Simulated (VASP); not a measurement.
# MnHg (P4/mmm) in VASP: a series of runs

The runs below take MnHg through single point, with PBE.

Everything below comes from runs of VASP 6.6.1. Logs are shortened: lines on timing, memory, paths and dates and some standing lists are left out, and cuts for length are marked.

## Step 1: The cell of the first run

The structure is tetragonal, space group P4/mmm (No. 123). Conventional cell: a = 3.288 Å, b = 3.288 Å, c = 3.313 Å, α = 90.00°, β = 90.00°, γ = 90.00°. Within 3.8 Å of Hg (site symmetry 4/mmm) lie 8 Mn at 2.85 Å and 6 Hg at 3.29 to 3.31 Å. Within 3.8 Å of Mn (site symmetry 4/mmm) lie 8 Hg at 2.85 Å and 6 Mn at 3.29 to 3.31 Å.

## Step 2: Single point, PBE, collinear spin, ferromagnetic start

The input, INCAR:

```
ALGO = Normal ; EDIFF = 1E-6
ENCUT = 520 ; GGA = PE
ISIF = 2 ; ISMEAR = -1
ISPIN = 2 ; LASPH = T
LCHARG = T ; LELF = T
LMAXMIX = 4 ; LORBIT = 11
LREAL = F ; LVHAR = T
LWAVE = F ; MAGMOM = 0 4.57
NBANDS = 24 ; NELM = 150
NUPDOWN = 4.57 ; PREC = Accurate
SIGMA = 0.1
```

The input, KPOINTS:

```
k-points
0
Gamma
  9 9 9
```

The input, POSCAR:

```
MnHg
1.0
    3.2880000000      0.0000000000      0.0000000000
    0.0000000000      3.2880000000      0.0000000000
    0.0000000000      0.0000000000      3.3130000000
Hg Mn
1 1
Direct
    0.0000000000      0.0000000000      0.0000000000
    0.5000000000      0.5000000000      0.5000000000
```

Potentials or basis: VASP PAW PBE potentials, release 64 (Hg, Mn_pv).

The run is started by

```bash
cat potpaw_PBE.64/Hg/POTCAR potpaw_PBE.64/Mn_pv/POTCAR > POTCAR
mpirun -np 1 vasp_std > vasp.out
```

OUTCAR:

```text
EDIFF = 1E-6
   ENCUT = 520
   GGA = PE
   ISIF = 2
   ISMEAR = -1
   ISPIN = 2
   LASPH = T
   LORBIT = 11
   LREAL = F
   NELM = 150
   NUPDOWN = 4.57
   PREC = Accurate

 ion  position               nearest neighbor table
   1  0.000  0.000  0.000-   2 2.85   2 2.85   2 2.85   2 2.85   2 2.85   2 2.85   2 2.85   2 2.85

   2  0.500  0.500  0.500-   1 2.85   1 2.85   1 2.85   1 2.85   1 2.85   1 2.85   1 2.85   1 2.85

  LATTYP: Found a simple tetragonal cell.
 ALAT       =     3.2880000000
 C/A-ratio  =     1.0076034063

  Lattice vectors:

 A1 = (   3.2880000000,   0.0000000000,   0.0000000000)
 A2 = (   0.0000000000,   3.2880000000,   0.0000000000)
 A3 = (   0.0000000000,   0.0000000000,   3.3130000000)

Analysis of symmetry for initial positions (statically):
=====================================================================
 Subroutine PRICEL returns:
 Original cell was already a primitive cell.

 Routine SETGRP: Setting up the symmetry group for a
 simple tetragonal supercell.

 Subroutine GETGRP returns: Found 16 space group operations
 (whereof 16 operations were pure point group operations)
 out of a pool of 16 trial point group operations.

The static configuration has the point symmetry D_4h.

Analysis of symmetry for dynamics (positions and initial velocities):
=====================================================================
 Subroutine PRICEL returns:
 Original cell was already a primitive cell.

 Routine SETGRP: Setting up the symmetry group for a
 simple tetragonal supercell.

 Subroutine GETGRP returns: Found 16 space group operations
 (whereof 16 operations were pure point group operations)
 out of a pool of 16 trial point group operations.

The dynamic configuration has the point symmetry D_4h.

Analysis of structural, dynamic, and magnetic symmetry:
=====================================================================
 Subroutine PRICEL returns:
 Original cell was already a primitive cell.

 Routine SETGRP: Setting up the symmetry group for a
 simple tetragonal supercell.

 Subroutine GETGRP returns: Found 16 space group operations
 (whereof 16 operations were pure point group operations)
 out of a pool of 16 trial point group operations.

The overall configuration has the point symmetry D_4h.

 Subroutine INISYM returns: Found 16 space group operations
 (whereof 16 operations are pure point group operations),
 and found     1 'primitive' translations

----------------------------------------------------------------------------------------

                                     Primitive cell

  volume of cell :      35.8167

  direct lattice vectors                    reciprocal lattice vectors
     3.288000000  0.000000000  0.000000000     0.304136253  0.000000000  0.000000000
     0.000000000  3.288000000  0.000000000     0.000000000  0.304136253  0.000000000
     0.000000000  0.000000000  3.313000000     0.000000000  0.000000000  0.301841232

  length of vectors
     3.288000000  3.288000000  3.313000000     0.304136253  0.304136253  0.301841232

  position of ions in fractional coordinates (direct lattice)
     0.000000000  0.000000000  0.000000000
     0.500000000  0.500000000  0.500000000

  ion indices of the primitive-cell ions
   primitive index   ion index
                 1           1
                 2           2

----------------------------------------------------------------------------------------

 KPOINTS: k-points

Automatic generation of k-mesh.
 Grid dimensions read from file:
 generate k-points for:    9    9    9

 Generating k-lattice:

  Cartesian coordinates                     Fractional coordinates (reciprocal lattice)
     0.033792917  0.000000000  0.000000000     0.111111111  0.000000000  0.000000000
     0.000000000  0.033792917  0.000000000     0.000000000  0.111111111  0.000000000
     0.000000000  0.000000000  0.033537915     0.000000000  0.000000000  0.111111111

  Length of vectors
     0.033792917  0.033792917  0.033537915

  Shift w.r.t. Gamma in fractional coordinates (k-lattice)
     0.000000000  0.000000000  0.000000000

 Subroutine IBZKPT returns following result:
 ===========================================

 Found     75 irreducible k-points:

 Following reciprocal coordinates:
            Coordinates               Weight
  0.000000  0.000000  0.000000      1.000000
  0.111111  0.000000  0.000000      4.000000
  0.222222  0.000000  0.000000      4.000000
  0.333333  0.000000  0.000000      4.000000
  0.444444  0.000000  0.000000      4.000000
  0.111111  0.111111  0.000000      4.000000
[... 16 lines left out ...]
  0.333333  0.111111  0.111111     16.000000
  0.444444  0.111111  0.111111     16.000000
 [... further k-points ...]
   k-points           NKPTS =     75   k-points in BZ     NKDIM =     75   number of bands    NBANDS=     24
   number of dos      NEDOS =    301   number of ions     NIONS =      2
   total plane-waves  NPLWV =  16128
   dimension x,y,z NGX =    24 NGY =   24 NGZ =   28
   dimension x,y,z NGXF=    48 NGYF=   48 NGZF=   56
   ions per type =               1   1
   NGX,Y,Z   is equivalent  to a cutoff of  12.13, 12.13, 14.05 a.u.
   NGXF,Y,Z  is equivalent  to a cutoff of  24.27, 24.27, 28.10 a.u.
 SYSTEM =  unknown system
   PREC   = accura    normal or accurate (medium, high low for compatibility)
   ISTART =      0    job   : 0-new  1-cont  2-samecut
   ICHARG =      2    charge: 1-file 2-atom 10-const
   ISPIN  =      2    spin polarized calculation?
   LNONCOLLINEAR =      F non collinear calculations
   LSORBIT =      F    spin-orbit coupling
   LASPH  =      T    aspherical Exc in radial PAW
   ENCUT  =  520.0 eV  38.22 Ry    6.18 a.u.   6.11  6.11  6.16*2*pi/ulx,y,z
   NELM   =    150;   NELMIN=  2; NELMDL= -5     # of ELM steps
   EDIFF  = 0.1E-05   stopping-criterion for ELM
   LREAL  =      F    real-space projection
   EDIFFG = 0.1E-04   stopping-criterion for IOM
   NSW    =      0    number of steps for IOM
   IBRION =     -1    ionic relax: 0-MD 1-quasi-New 2-CG
   NFREE  =      0    steps in history (QN), initial steepest desc. (CG)
   ISIF   =      2    stress and relaxation
   ISYM   =      2    0-nonsym 1-usesym 2-fastsym
   POTIM  = 0.5000    time-step for ionic-motion
   TEBEG  =    0.0;   TEEND  =   0.0 temperature during run
   PSTRESS=    0.0 pullay stress
   NELECT =      25.0000    total number of electrons
   NUPDOWN=       4.5700    fix difference up-down
   EMIN   =  10.00;   EMAX   =-10.00  energy-range for DOS
   EFERMI =   0.00;   METHOD = LEGACY
   ISMEAR =    -1;   SIGMA  =   0.10  broadening in eV -4-tet -1-fermi 0-gaus
   EFERMI_NEDOS =   21; number of points for ismear=-14 and -15
   IALGO  =     38    algorithm
   IMIX   =      4    mixing-type and parameters
     AMIX     =   0.40;   BMIX     =  1.00
     AMIX_MAG =   1.60;   BMIX_MAG =  1.00
  volume/ion in A,a.u.               =      17.91       120.85
  Fermi-wavevector in a.u.,A,eV,Ry     =   1.452200  2.744260 28.693127  2.108885
  Thomas-Fermi vector in A             =   2.569610
   LORBIT       =     11    0 simple, 1 ext, 2 COOP (PROOUT), +10 PAW based schemes
   GGA     = PE    functional components
   LHFCALC =     F    Hartree Fock is set to
   AEXX    =    0.0000 exact exchange contribution
   IVDW    =     0    specifies the selected vdW correction
   LEPSILON=     F    determine dielectric tensor
   LRPA    =     F    only Hartree local field effects (RPA)
 spin polarized calculation
  energy-cutoff  :      520.00
  volume of cell :       35.82
 maximum number of plane-waves:       975
   NGX = 13   NGY = 13   NGZ = 13

 number of electron      25.0000000 magnetization       4.5700002

 Free energy of the ion-electron system (eV)
  ---------------------------------------------------
  ext. energy  EPLUGINS =         0.00000000
  ---------------------------------------------------
  free energy    TOTEN  =        -8.28312910 eV

  energy without entropy =       -8.25165418  energy(sigma->0) =       -8.26739164

 E-fermi :   5.3682     XC(G=0): -11.7663

 val. band max:        6.7127484890   @ k =   0.4444   0.4444   0.1111
 cond. band min:       5.3760402463   @ k =   0.3333   0.0000   0.4444
 fundamental gap:     -1.3367082427
 Fermi energy:         6.7613510757

 spin component 1

 k-point     1 :       0.0000    0.0000    0.0000
  band No.  band energies     occupation
      1     -44.8115      1.00000
      2     -44.8102      1.00000
      3     -44.8102      1.00000
      4      -4.1793      1.00000
      5      -2.6207      1.00000
      6      -2.6105      1.00000
[... 16 lines left out ...]
     23      22.7385      0.00000
     24      26.5946      0.00000

 k-point     2 :       0.1111    0.0000    0.0000
  band No.  band energies     occupation
      1     -44.8123      1.00000
      2     -44.8114      1.00000
      3     -44.8101      1.00000
      4      -3.9834      1.00000
      5      -2.5770      1.00000
      6      -2.5227      1.00000
[... 16 lines left out ...]
     23      22.7127      0.00000
     24      24.4929      0.00000

 k-point     3 :       0.2222    0.0000    0.0000
  band No.  band energies     occupation
      1     -44.8177      1.00000
      2     -44.8111      1.00000
      3     -44.8098      1.00000
      4      -3.4555      1.00000
      5      -2.4811      1.00000
      6      -2.2163      1.00000
[... 16 lines left out ...]
     23      21.7448      0.00000
     24      21.8447      0.00000
[... 514 lines left out ...]
 k-point    23 :       0.3333    0.1111    0.1111
  band No.  band energies     occupation
      1     -44.8233      1.00000
      2     -44.8124      1.00000
      3     -44.8113      1.00000
      4      -2.6067      1.00000
      5      -2.2426      1.00000
      6      -1.9255      1.00000
[... 16 lines left out ...]
     23      22.2487      0.00000
     24      23.8987      0.00000

 k-point    24 :       0.4444    0.1111    0.1111
  band No.  band energies     occupation
      1     -44.8273      1.00000
      2     -44.8121      1.00000
      3     -44.8110      1.00000
      4      -2.3313      1.00000
      5      -2.1693      1.00000
      6      -2.0114      1.00000
[... 16 lines left out ...]
     23      21.1429      0.00000
     24      24.8009      0.00000

 [... further k-points ...]

 spin component 2

 k-point     1 :       0.0000    0.0000    0.0000
  band No.  band energies     occupation
      1     -40.4511      1.00000
      2     -40.4501      1.00000
      3     -40.4501      1.00000
      4      -3.7122      1.00000
      5      -2.4943      1.00000
      6      -2.4821      1.00000
[... 16 lines left out ...]
     23      23.0487      0.00000
     24      27.7921      0.00000

 k-point     2 :       0.1111    0.0000    0.0000
  band No.  band energies     occupation
      1     -40.4528      1.00000
      2     -40.4509      1.00000
      3     -40.4500      1.00000
      4      -3.5202      1.00000
      5      -2.4593      1.00000
      6      -2.3948      1.00000
[... 16 lines left out ...]
     23      23.0901      0.00000
     24      25.4012      0.00000

 k-point     3 :       0.2222    0.0000    0.0000
  band No.  band energies     occupation
      1     -40.4594      1.00000
      2     -40.4505      1.00000
      3     -40.4495      1.00000
      4      -3.0410      1.00000
      5      -2.3912      1.00000
      6      -2.0429      1.00000
[... 16 lines left out ...]
     23      22.5145      0.00000
     24      22.7663      0.00000
[... 514 lines left out ...]
 k-point    23 :       0.3333    0.1111    0.1111
  band No.  band energies     occupation
      1     -40.4664      1.00000
      2     -40.4521      1.00000
      3     -40.4514      1.00000
      4      -2.3481      1.00000
      5      -2.1808      1.00000
      6      -1.7646      1.00000
[... 16 lines left out ...]
     23      22.8258      0.00000
     24      24.7389      0.00000

 k-point    24 :       0.4444    0.1111    0.1111
  band No.  band energies     occupation
      1     -40.4712      1.00000
      2     -40.4517      1.00000
      3     -40.4510      1.00000
      4      -2.1776      1.00000
      5      -2.1288      1.00000
      6      -1.8483      1.00000
[... 16 lines left out ...]
     23      21.6317      0.00000
     24      25.4504      0.00000

 [... further k-points ...]
[... 5 lines left out ...]
  --------------------------------------------------------------------------------------
  -------------------------------------------------------------------------------------
  Total        1.8180972      1.8180972      1.7753093      0.0000000     -0.0000000      0.0000000
  in kB       81.3284733     81.3284733     79.4144528      0.0000000     -0.0000000      0.0000000
  external PRESSURE =      80.6904665 kB  Pullay stress =       0.0000000 kB

 VOLUME and BASIS-vectors are now :
 -----------------------------------------------------------------------------
  energy-cutoff  :      520.00
  volume of cell :       35.82
      direct lattice vectors                 reciprocal lattice vectors
     3.288000000  0.000000000  0.000000000     0.304136253  0.000000000  0.000000000
     0.000000000  3.288000000  0.000000000     0.000000000  0.304136253  0.000000000
     0.000000000  0.000000000  3.313000000     0.000000000  0.000000000  0.301841232

 POSITION                                       TOTAL-FORCE (eV/Angst)
 -----------------------------------------------------------------------------------
      0.00000      0.00000      0.00000         0.000000      0.000000      0.000000
      1.64400      1.64400      1.65650         0.000000      0.000000      0.000000
 -----------------------------------------------------------------------------------
    total drift:                                0.000000      0.000000     -0.000000

  FREE ENERGIE OF THE ION-ELECTRON SYSTEM (eV)
  ---------------------------------------------------
  free  energy   TOTEN  =        -8.2831290996 eV

  energy  without entropy=       -8.2516541775  energy(sigma->0) =       -8.26739164

 total charge

# of ion       s       p       d       tot
------------------------------------------
    1        0.852   0.533   9.248  10.633
    2        0.267   6.195   4.922  11.384
--------------------------------------------------
tot          1.119   6.728  14.171  22.018

 magnetization (x)

# of ion       s       p       d       tot
------------------------------------------
    1        0.001   0.009   0.079   0.090
    2        0.048   0.049   4.046   4.143
--------------------------------------------------
tot          0.049   0.058   4.125   4.233
```

It took 83 s on 1 thread of Oxide Virtual Turin-like, shared host; peak memory 0.19 GiB.

Results:

```yaml
Free_energy: -8.2831 eV
Pressure: 8.1 GPa
Net_moment: 4.57 μB per cell
Site_moments: Hg +0.09; Mn +4.14 μB
Valence_electrons_inside_the_program's_atomic_spheres: Hg 10.63; Mn 11.38
```

Caveat: the cell stands under pressure; spin-orbit coupling is left out, which moves the levels of the heavy elements; the total moment is fixed, so each spin has its own Fermi level and the state may be an excited one.

## Step 3: Single point, PBE, collinear spin, ferromagnetic start

The input, INCAR:

```
SYSTEM = MnHg
  PREC = Accurate
  ENCUT = 520
  EDIFF = 1E-6
  ISMEAR = -1
  SIGMA = 0.1
  LREAL = .False.
  LASPH = .True.
  NELM = 150
  ALGO = Normal
  ISIF = 2
  LWAVE = .False.
  LCHARG = .False.
  ISPIN = 2
  MAGMOM = 0 6.09
  LORBIT = 11
  NUPDOWN = 6.09
  LMAXMIX = 4
  GGA = PE
  NBANDS = 24
```

The input, KPOINTS:

```
regular mesh
0
Gamma
  9 9 9
  0 0 0
```

POSCAR is that of step 2.

Potentials or basis: VASP PAW PBE potentials, release 64 (Hg, Mn_pv).

The run is started by

```bash
cat potpaw_PBE.64/Hg/POTCAR potpaw_PBE.64/Mn_pv/POTCAR > POTCAR
mpirun -np 1 vasp_std > vasp.out
```

Run time: 58 s. Hardware: 1 thread of Oxide Virtual Turin-like, shared host; peak memory 0.19 GiB.

Results (log left out):

```
Free energy                                           : -6.0556 eV
Pressure                                              : 27.1 GPa
Net moment                                            : 6.09 μB per cell
Site moments                                          : Hg +0.50; Mn +4.69 μB
Valence electrons inside the program's atomic spheres : Hg 10.70; Mn 11.34
```

Stress tensor (GPa, compression positive):
```
27.02  0.00  0.00
 0.00 27.02  0.00
 0.00  0.00 27.40
```

Caveat: the cell stands under pressure; spin-orbit coupling is left out, which moves the levels of the heavy elements; the total moment is fixed, so each spin has its own Fermi level and the state may be an excited one.
